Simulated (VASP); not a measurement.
# SnS2 (P-3m1) in VASP: a series of runs

SnS2 is run at these levels: PBE, PBE+D4; tasks: single point, relaxation of cell and atoms.

Everything below comes from runs of VASP 6.6.1. Logs are shortened: lines on timing, memory, paths and dates and some standing lists are left out, and cuts for length are marked.

### 1 The cell of the first run

Symmetry: P-3m1, No. 164, trigonal system. The conventional cell has a = 3.703 Å, b = 3.703 Å, c = 6.828 Å, α = 90.00°, β = 90.00°, γ = 120.00°. Sn (site symmetry -3m) has 6 S at 2.60 Å within 3.4 Å. Within 3.4 Å of S (site symmetry 3m) lie 3 Sn at 2.60 Å.

### 2 Single point, PBE

INCAR reads:

```
PREC     = Accurate       # precision mode
ENCUT    = 500            # plane-wave cutoff, eV
EDIFF    = 1E-6           # SCF threshold, eV
ISMEAR   = 0              # smearing method
SIGMA    = 0.02           # smearing width, eV
LREAL    = F              # projectors in reciprocal space
LASPH    = T              # aspherical terms in the spheres
NELM     = 120            # most SCF steps
ALGO     = Normal         # electronic algorithm
ISIF     = 2              # what is computed and relaxed
LWAVE    = F              # write WAVECAR
LCHARG   = F              # write CHGCAR
GGA      = PE             # functional
NBANDS   = 20             # bands
GGA_COMPAT= F
```

KPOINTS reads:

```
regular mesh
0
Gamma
  9 9 6
```

POSCAR reads:

```
SnS2
1.0
    3.7032017195      0.0000000000      0.0000000000
   -1.8516008597      3.2070667644      0.0000000000
    0.0000000000      0.0000000000      6.8277755264
Sn S
1 2
Direct
    0.0000000000      0.0000000000      0.0000000000
    0.3333333333      0.6666666667      0.2164393782
    0.6666666667      0.3333333333      0.7835606218
```

Potentials or basis: VASP PAW PBE potentials, release 64 (Sn_d, S).

Launch:

```sh
> cat potpaw_PBE.64/Sn_d/POTCAR potpaw_PBE.64/S/POTCAR > POTCAR
> mpirun -np 1 vasp_std > vasp.out
```

OUTCAR:

```text
PREC = Accurate
   ENCUT = 500
   EDIFF = 1E-6
   ISMEAR = 0
   LREAL = F
   LASPH = T
   NELM = 120
   ISIF = 2
   GGA = PE

 ion  position               nearest neighbor table
   1  0.000  0.000  0.000-   2 2.60   3 2.60   2 2.60   3 2.60   3 2.60   2 2.60
   2  0.333  0.667  0.216-   1 2.60   1 2.60   1 2.60
   3  0.667  0.333  0.784-   1 2.60   1 2.60   1 2.60

  LATTYP: Found a hexagonal cell.
 ALAT       =     3.7032017195
 C/A-ratio  =     1.8437492860

  Lattice vectors:

 A1 = (   3.7032017195,   0.0000000000,   0.0000000000)
 A2 = (  -1.8516008597,   3.2070667644,   0.0000000000)
 A3 = (   0.0000000000,   0.0000000000,   6.8277755264)

Analysis of symmetry for initial positions (statically):
=====================================================================
 Subroutine PRICEL returns:
 Original cell was already a primitive cell.

 Routine SETGRP: Setting up the symmetry group for a
 hexagonal supercell.

 Subroutine GETGRP returns: Found 12 space group operations
 (whereof 12 operations were pure point group operations)
 out of a pool of 24 trial point group operations.

The static configuration has the point symmetry D_3d.

Analysis of symmetry for dynamics (positions and initial velocities):
=====================================================================
 Subroutine PRICEL returns:
 Original cell was already a primitive cell.

 Routine SETGRP: Setting up the symmetry group for a
 hexagonal supercell.

 Subroutine GETGRP returns: Found 12 space group operations
 (whereof 12 operations were pure point group operations)
 out of a pool of 24 trial point group operations.

The dynamic configuration has the point symmetry D_3d.

 Subroutine INISYM returns: Found 12 space group operations
 (whereof 12 operations are pure point group operations),
 and found     1 'primitive' translations

----------------------------------------------------------------------------------------

                                     Primitive cell

  volume of cell :      81.0895

  direct lattice vectors                    reciprocal lattice vectors
     3.703201719  0.000000000  0.000000000     0.270036600  0.155905703  0.000000000
    -1.851600860  3.207066764  0.000000000     0.000000000  0.311811407  0.000000000
     0.000000000  0.000000000  6.827775526     0.000000000  0.000000000  0.146460585

  length of vectors
     3.703201719  3.703201719  6.827775526     0.311811407  0.311811407  0.146460585

  position of ions in fractional coordinates (direct lattice)
     0.000000000  0.000000000  0.000000000
     0.333333333  0.666666667  0.216439378
     0.666666667  0.333333333  0.783560622

  ion indices of the primitive-cell ions
   primitive index   ion index
                 1           1
                 2           2
                 3           3

----------------------------------------------------------------------------------------

 KPOINTS: regular mesh

Automatic generation of k-mesh.
 Grid dimensions read from file:
 generate k-points for:    9    9    6

 Generating k-lattice:

  Cartesian coordinates                     Fractional coordinates (reciprocal lattice)
     0.030004067  0.017322856  0.000000000     0.111111111 -0.000000000  0.000000000
     0.000000000  0.034645712  0.000000000     0.000000000  0.111111111  0.000000000
     0.000000000  0.000000000  0.024410098     0.000000000  0.000000000  0.166666667

  Length of vectors
     0.034645712  0.034645712  0.024410098

  Shift w.r.t. Gamma in fractional coordinates (k-lattice)
     0.000000000  0.000000000  0.000000000

 Subroutine IBZKPT returns following result:
 ===========================================

 Found     62 irreducible k-points:

 Following reciprocal coordinates:
            Coordinates               Weight
  0.000000  0.000000  0.000000      1.000000
  0.111111 -0.000000  0.000000      6.000000
  0.222222 -0.000000  0.000000      6.000000
  0.333333 -0.000000  0.000000      6.000000
  0.444444 -0.000000  0.000000      6.000000
  0.111111  0.111111  0.000000      6.000000
[... 16 lines left out ...]
  0.222222  0.111111  0.166667     12.000000
 -0.111111  0.333333  0.166667     12.000000
 [... further k-points ...]
   k-points           NKPTS =     62   k-points in BZ     NKDIM =     62   number of bands    NBANDS=     20
   number of dos      NEDOS =    301   number of ions     NIONS =      3
   total plane-waves  NPLWV =  39200
   dimension x,y,z NGX =    28 NGY =   28 NGZ =   50
   dimension x,y,z NGXF=    56 NGYF=   56 NGZF=  100
   ions per type =               1   2
   NGX,Y,Z   is equivalent  to a cutoff of  12.57, 12.57, 12.17 a.u.
   NGXF,Y,Z  is equivalent  to a cutoff of  25.14, 25.14, 24.35 a.u.
 SYSTEM =  unknown system
   PREC   = accura    normal or accurate (medium, high low for compatibility)
   ISTART =      0    job   : 0-new  1-cont  2-samecut
   ICHARG =      2    charge: 1-file 2-atom 10-const
   ISPIN  =      1    spin polarized calculation?
[... 42 lines left out ...]
   NGX = 13   NGY = 13   NGZ = 25

 number of electron      25.9999997 magnetization

 Free energy of the ion-electron system (eV)
  ---------------------------------------------------
  ext. energy  EPLUGINS =         0.00000000
  ---------------------------------------------------
  free energy    TOTEN  =       -13.22293602 eV

  energy without entropy =      -13.22293602  energy(sigma->0) =      -13.22293602

 E-fermi :   2.7589     XC(G=0):  -8.5776

 val. band max:        2.6580078208   @ k =   0.1111  -0.0000   0.1667
 cond. band min:       4.2476176657   @ k =   0.0000   0.4444   0.3333
 fundamental gap:      1.5896098449
 Fermi energy:         2.7589334314

 k-point     1 :       0.0000    0.0000    0.0000
  band No.  band energies     occupation
      1     -18.0754      2.00000
      2     -18.0754      2.00000
      3     -18.0413      2.00000
      4     -18.0175      2.00000
      5     -18.0175      2.00000
      6     -10.5941      2.00000
[... 12 lines left out ...]
     19      12.1614      0.00000
     20      12.1614      0.00000

 k-point     2 :       0.1111   -0.0000    0.0000
  band No.  band energies     occupation
      1     -18.0819      2.00000
      2     -18.0692      2.00000
      3     -18.0366      2.00000
      4     -18.0215      2.00000
      5     -18.0169      2.00000
      6     -10.4640      2.00000
[... 12 lines left out ...]
     19      11.3108      0.00000
     20      12.3274      0.00000

 k-point     3 :       0.2222   -0.0000    0.0000
  band No.  band energies     occupation
      1     -18.1009      2.00000
      2     -18.0566      2.00000
      3     -18.0341      2.00000
      4     -18.0197      2.00000
      5     -18.0123      2.00000
      6     -10.0880      2.00000
[... 12 lines left out ...]
     19      11.5673      0.00000
     20      11.9162      0.00000

 k-point     4 :       0.3333   -0.0000    0.0000
  band No.  band energies     occupation
      1     -18.1245      2.00000
      2     -18.0496      2.00000
      3     -18.0430      2.00000
      4     -18.0038      2.00000
      5     -17.9997      2.00000
      6      -9.5254      2.00000
[... 12 lines left out ...]
     19      11.5555      0.00000
     20      12.3605      0.00000

 k-point     5 :       0.4444   -0.0000    0.0000
  band No.  band energies     occupation
      1     -18.1403      2.00000
      2     -18.0487      2.00000
      3     -18.0485      2.00000
      4     -17.9931      2.00000
      5     -17.9879      2.00000
      6      -8.9580      2.00000
[... 12 lines left out ...]
     19      12.1136      0.00000
     20      12.7937      0.00000
[... 353 lines left out ...]
      6      -8.9538      2.00000
[... 12 lines left out ...]
     19      11.8538      0.00000
     20      13.1137      0.00000

 k-point    22 :       0.1111    0.1111    0.1667
  band No.  band energies     occupation
      1     -18.0923      2.00000
      2     -18.0630      2.00000
      3     -18.0285      2.00000
      4     -18.0273      2.00000
      5     -18.0132      2.00000
      6     -10.2041      2.00000
[... 12 lines left out ...]
     19      11.4574      0.00000
     20      11.6454      0.00000

 k-point    23 :       0.2222    0.1111    0.1667
  band No.  band energies     occupation
      1     -18.1104      2.00000
      2     -18.0572      2.00000
      3     -18.0355      2.00000
      4     -18.0182      2.00000
      5     -18.0005      2.00000
      6      -9.7305      2.00000
[... 12 lines left out ...]
     19      11.4179      0.00000
     20      12.3043      0.00000

 k-point    24 :      -0.1111    0.3333    0.1667
  band No.  band energies     occupation
      1     -18.1103      2.00000
      2     -18.0572      2.00000
      3     -18.0355      2.00000
      4     -18.0182      2.00000
      5     -18.0005      2.00000
      6      -9.7303      2.00000
[... 12 lines left out ...]
     19      11.0264      0.00000
     20      11.7701      0.00000

 [... further k-points ...]

------------------------ aborting loop because EDIFF is reached ----------------------------------------

  FORCE on cell =-STRESS in cart. coord.  units (eV):
  Direction    XX          YY          ZZ          XY          YZ          ZX
  --------------------------------------------------------------------------------------
  -------------------------------------------------------------------------------------
  Total       -0.0629732     -0.0629732     -0.0240317     -0.0000000      0.0000000      0.0000000
  in kB       -1.2442331     -1.2442331     -0.4748212     -0.0000000      0.0000000      0.0000000
  external PRESSURE =      -0.9877625 kB  Pullay stress =       0.0000000 kB

 VOLUME and BASIS-vectors are now :
 -----------------------------------------------------------------------------
  energy-cutoff  :      500.00
  volume of cell :       81.09
      direct lattice vectors                 reciprocal lattice vectors
     3.703201719  0.000000000  0.000000000     0.270036600  0.155905703  0.000000000
    -1.851600860  3.207066764  0.000000000     0.000000000  0.311811407  0.000000000
     0.000000000  0.000000000  6.827775526     0.000000000  0.000000000  0.146460585

 POSITION                                       TOTAL-FORCE (eV/Angst)
 -----------------------------------------------------------------------------------
      0.00000      0.00000      0.00000         0.000000      0.000000     -0.000000
     -0.00000      2.13804      1.47780         0.000000      0.000000     -0.007138
      1.85160      1.06902      5.34998        -0.000000      0.000000      0.007138
 -----------------------------------------------------------------------------------
    total drift:                                0.000000      0.000000      0.000000

  FREE ENERGIE OF THE ION-ELECTRON SYSTEM (eV)
  ---------------------------------------------------
  free  energy   TOTEN  =       -13.2229360161 eV

  energy  without entropy=      -13.2229360161  energy(sigma->0) =      -13.22293602
```

It took 45 s on 1 thread of Intel Xeon 6975P-C (Granite Rapids), shared host; peak memory 0.24 GiB.

Results:

```yaml
Free_energy: -13.2229 eV
Pressure: -0.1 GPa
Largest_force: 0.007 eV/Å
Band_gap_on_the_k_mesh: 1.59 eV, indirect (least direct gap 1.83 eV)
```

Forces in eV/Å, atoms in the order of the input:
```
Sn   0.000  0.000  0.000
S    0.000  0.000 -0.007
S    0.000  0.000  0.007
```

Stress tensor (GPa, compression positive):
```
-0.12  0.00  0.00
 0.00 -0.12  0.00
 0.00  0.00 -0.05
```

Caveat: spin-orbit coupling is left out, which moves the levels of the heavy elements; this functional lacks dispersion, which binds the layers, so the pressure and a relaxed spacing across them are unreliable. A k mesh can miss the band edges.

### 3 Single point, PBE+D4

INCAR reads:

```
  PREC = Accurate
  ENCUT = 500
  EDIFF = 1E-6
  ISMEAR = 0
  SIGMA = 0.02
  LREAL = F
  LASPH = T
  NELM = 120
  ALGO = Normal
  ISIF = 2
  LWAVE = F
  LCHARG = T
  GGA = PE
  IVDW = 13
  LELF = T
  LVHAR = T
  NBANDS = 20
  GGA_COMPAT = F
```

KPOINTS reads:

```
Automatic mesh
0
Gamma
  9 9 6
```

POSCAR is that of step 2.

Potentials or basis: VASP PAW PBE potentials, release 64 (Sn_d, S).

Launch:

```sh
> cat potpaw_PBE.64/Sn_d/POTCAR potpaw_PBE.64/S/POTCAR > POTCAR
> mpirun -np 1 vasp_std > vasp.out
```

Run time: 43 s. Hardware: 1 thread of Intel Xeon 6975P-C (Granite Rapids), shared host; peak memory 0.24 GiB.

Results (log left out):

```
Free energy                : -14.1301 eV
Pressure                   : -1.8 GPa
Largest force              : 0.035 eV/Å
Band gap on the k mesh     : 1.59 eV, indirect (least direct gap 1.83 eV)
Dispersion energy per atom : -0.302 eV
```

Forces on the atoms (eV/Å):
```
Sn   0.000  0.000  0.000
S    0.000  0.000 -0.035
S    0.000  0.000  0.035
```

Stress tensor (GPa, compression positive):
```
-1.95  0.00  0.00
 0.00 -1.95  0.00
 0.00  0.00 -1.54
```

Levels at points of the mesh, in eV from the valence-band top:
```tsv
k point	band 9	band 10	band 11	band 12	band 13	band 14	band 15	band 16	band 17	band 18
(0.00, 0.00, 0.00)	-0.47	-0.47	-0.37	-0.12	-0.12	2.05	3.80	5.43	5.43	7.85
(0.00, 0.00, 0.50)	-1.10	-0.48	-0.48	-0.10	-0.10	2.66	3.79	5.38	5.38	8.05
```

Caveat: spin-orbit coupling is left out, which moves the levels of the heavy elements.

### 4 Relaxation of cell and atoms, PBE

INCAR reads:

```
ALGO = Normal
EDIFF = 1E-7
EDIFFG = -0.005
ENCUT = 500
GGA = PE
GGA_COMPAT = False
IBRION = 2
ISIF = 3
ISMEAR = 0
LASPH = True
LCHARG = False
LREAL = False
LWAVE = False
NELM = 120
NELMIN = 4
NSW = 100
PREC = Accurate
SIGMA = 0.02
```

KPOINTS reads:

```
k-points
0
Gamma
  9 9 4
```

POSCAR is that of step 3.

Launch:

```sh
> cat potpaw_PBE.64/Sn_d/POTCAR potpaw_PBE.64/S/POTCAR > POTCAR
> mpirun -np 1 vasp_std > vasp.out
```

Wall time 90 s (1 thread of Intel Xeon 6975P-C (Granite Rapids), shared host); peak memory 0.22 GiB.

The run converged. Its results:

* Free energy: -13.2230 eV
* Relaxed volume: 26.99 Å³/atom
* Relaxed cell: a = 3.700 Å, b = 3.700 Å, c = 6.828 Å, α = 90.00°, β = 90.00°, γ = 120.00°
* Space group after relaxing (to 0.05 Å): P-3m1 (No. 164)
* Energy gained by relaxing: 0.0 meV/atom
* Ionic steps: 5
* Pressure after relaxing: 0.0 GPa
* Band gap on the k mesh: 1.60 eV, indirect (least direct gap 1.84 eV)

Final structure:
```
Sn S
1.0
     3.70038    0.00000    0.00000
    -1.85019    3.20463    0.00000
     0.00000    0.00000    6.82799
Sn S
1 2
Cartesian
  1.8502 3.2046 6.8280
  0.0000 2.1364 1.4779
  1.8502 1.0682 5.3501
```

Levels at points of the mesh, in eV from the valence-band top:
```
           k point  band 9  band 10  band 11  band 12  band 13  band 14  band 15  band 16  band 17
(0.00, 0.00, 0.00)   -0.47    -0.47    -0.37    -0.12    -0.11     2.06     3.80     5.43     5.43
(0.00, 0.00, 0.50)   -1.11    -0.48    -0.48    -0.10    -0.10     2.67     3.80     5.39     5.39
```

Caveat: spin-orbit coupling is left out, which moves the levels of the heavy elements; this functional lacks dispersion, which binds the layers, so the pressure and a relaxed spacing across them are unreliable. A k mesh can miss the band edges.

### 5 Relaxation of cell and atoms, PBE

This run uses another cell than the first one, of 24.28 Å³/atom, 0.898 times its volume.

INCAR reads:

```
SYSTEM = SnS2
ALGO = Normal ; EDIFF = 1E-7
EDIFFG = -0.005 ; ENCUT = 500
GGA = PE ; GGA_COMPAT = .False.
IBRION = 2 ; ISIF = 3
ISMEAR = 0 ; LASPH = .True.
LCHARG = .False. ; LREAL = .False.
LWAVE = .False. ; NELM = 120
NELMIN = 4 ; NSW = 100
PREC = Accurate ; SIGMA = 0.02
```

KPOINTS reads:

```
k-points
0
Gamma
  9 9 6
  0 0 0
```

POSCAR reads:

```
SnS2
1.0
    3.6743056006      0.0000000000      0.0000000000
   -1.8371528003      3.1820419914      0.0000000000
    0.0000000000      0.0000000000      6.2288318400
Sn S
1 2
Direct
    0.0000000000      0.0000000000      0.0000000000
    0.3333333300      0.6666666700      0.2346534700
    0.6666666700      0.3333333300      0.7653465300
```

Launch:

```sh
> cat potpaw_PBE.64/Sn_d/POTCAR potpaw_PBE.64/S/POTCAR > POTCAR
> mpirun -np 1 vasp_std > vasp.out
```

Run time: 8.3 min. Hardware: 1 thread of Intel Xeon 6975P-C (Granite Rapids), shared host; peak memory 0.24 GiB.

Results (log left out):

```
Free energy                            : -13.2206 eV
Relaxed volume                         : 26.87 Å³/atom
Relaxed cell                           : a = 3.700 Å, b = 3.700 Å, c = 6.801 Å, α = 90.00°, β = 90.00°, γ = 120.00°
Space group after relaxing (to 0.05 Å) : P-3m1 (No. 164)
Energy gained by relaxing              : 7.2 meV/atom
Ionic steps                            : 17
Pressure after relaxing                : 0.0 GPa
Largest force after relaxing           : 0.004 eV/Å
Band gap on the k mesh                 : 1.59 eV, indirect (least direct gap 1.83 eV)
```

Forces in eV/Å, atoms in the order of the input:
```
Sn   0.000  0.000  0.000
S    0.000  0.000 -0.004
S    0.000  0.000  0.004
```

Step by step:
```tsv
step	energy change (eV)	largest force (eV/Å)	pressure (GPa)	volume (Å³)
1	0.0000	0.2361	2.04	72.83
2	-0.0035	0.2964	-1.46	76.12
3	-0.0123	0.0608	0.06	74.58
4	-0.0127	0.0571	0.05	74.70
5	-0.0139	0.0452	0.04	75.08
6	-0.0159	0.0207	0.01	75.82
7	-0.0181	0.0314	0.00	77.32
8	-0.0171	0.1497	0.11	80.33
9	-0.0184	0.0943	0.07	78.74
10	-0.0187	0.0842	0.04	78.89
11	-0.0197	0.0544	-0.05	79.33
12	-0.0208	0.0046	-0.22	80.20
13	-0.0201	0.1176	-0.52	81.93
14	-0.0210	0.0336	-0.29	80.69
15	-0.0215	0.0154	-0.10	80.65
16	-0.0215	0.0052	0.00	80.62
17	-0.0215	0.0040	0.02	80.62
```

Final structure:
```
Sn S
1.0
     3.69960    0.00000    0.00000
    -1.84980    3.20395    0.00000
     0.00000    0.00000    6.80106
Sn S
1 2
Cartesian
  0.0000 0.0000 0.0000
  0.0000 2.1360 1.4787
  1.8498 1.0680 5.3224
```

Levels at points of the mesh, in eV from the valence-band top:
```csv
k point,band 9,band 10,band 11,band 12,band 13,band 14,band 15,band 16,band 17
"(0.00, 0.00, 0.00)",-0.47,-0.47,-0.37,-0.12,-0.12,2.05,3.80,5.43,5.43
"(0.00, 0.00, 0.50)",-1.13,-0.48,-0.48,-0.10,-0.10,2.68,3.80,5.38,5.38
```

Caveat: spin-orbit coupling is left out, which moves the levels of the heavy elements; this functional lacks dispersion, which binds the layers, so the pressure and a relaxed spacing across them are unreliable. A k mesh can miss the band edges.

### 6 The runs side by side

| task | level | cell | k mesh | gap on the mesh (eV) | pressure (GPa) | relaxed volume (Å³/atom) | largest force (eV/Å) |
| --- | --- | --- | --- | --- | --- | --- | --- |
| single point | PBE | a = 3.703, b = 3.703, c = 6.828 Å, angles 90.0, 90.0, 120.0°, 3 atoms | 9 × 9 × 6 | 1.59 | -0.1 | - | 0.01 |
| single point | PBE+D4 | a = 3.703, b = 3.703, c = 6.828 Å, angles 90.0, 90.0, 120.0°, 3 atoms | 9 × 9 × 6 | 1.59 | -1.8 | - | 0.04 |
| relaxation of cell and atoms | PBE | relaxed from a = 3.703, b = 3.703, c = 6.828 Å, angles 90.0, 90.0, 120.0°, 3 atoms | 9 × 9 × 4 | 1.60 | 0.0 | 26.99 | - |
| relaxation of cell and atoms | PBE | relaxed from a = 3.674, b = 3.674, c = 6.229 Å, angles 90.0, 90.0, 120.0°, 3 atoms | 9 × 9 × 6 | 1.59 | 0.0 | 26.87 | - |

Alike in all rows: potentials or basis VASP PAW PBE potentials, release 64 (Sn_d, S); no spin polarisation; cutoff (eV) 500; smearing gaussian 0.02 eV.

Caveats: spin-orbit coupling is left out, which moves the levels of the heavy elements; this functional lacks dispersion, which binds the layers, so the pressure and a relaxed spacing across them are unreliable (some runs).

Absolute energies hang on the potentials; compare differences alone.
